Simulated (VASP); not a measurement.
A run of VASP 6.6.1 is set up as follows.

File INCAR:

```
SYSTEM = Be3Se2O
  PREC = Accurate
  ENCUT = 600
  EDIFF = 1E-7
  ISMEAR = 0
  SIGMA = 0.02
  LREAL = .False.
  LASPH = .True.
  NELM = 60
  ALGO = Normal
  ISIF = 3
  LWAVE = .False.
  LCHARG = .False.
  GGA = PE
  IBRION = 2
  NSW = 100
  EDIFFG = -0.01
```

File KPOINTS:

```
Automatic mesh
0
Gamma
  6 6 4
  0 0 0
```

POSCAR

```
Be3Se2O
1.0
    5.7736863962      0.0000000000      0.0000000000
   -2.8868431981      5.0001590926      0.0000000000
    0.0000000000      0.0000000000      5.4013931671
Be Se O
3 2 1
Direct
    0.7313840947      0.0000000000      0.1903838007
    0.0000000000      0.7313840947      0.1903838007
    0.2686159053      0.2686159053      0.1903838007
    0.3333333333      0.6666666667      0.1913502842
    0.6666666667      0.3333333333      0.1913502842
    0.0000000000      0.0000000000      0.1896454293
```

Potentials or basis: VASP PAW PBE potentials, release 64 (Be, Se, O).

The run is started by

```sh
$ cat potpaw_PBE.64/Be/POTCAR potpaw_PBE.64/Se/POTCAR potpaw_PBE.64/O/POTCAR > POTCAR
$ mpirun -np 1 vasp_std > vasp.out
```

(1) Predict the space group after relaxing (to 0.05 Å).

(2) What does it give for the relaxed volume?

(3) Estimate the band gap on the k mesh.

(4) What does it give for the relaxed cell?

Answers

(1) P-62m (No. 189).

(2) 26.01 Å³/atom.

(3) 2.88 eV, direct.

(4) a = 5.776 Å, b = 5.776 Å, c = 5.401 Å, α = 90.00°, β = 90.00°, γ = 120.00°.

Caveat: this functional lacks dispersion, which binds the layers, so the pressure and a relaxed spacing across them are unreliable.
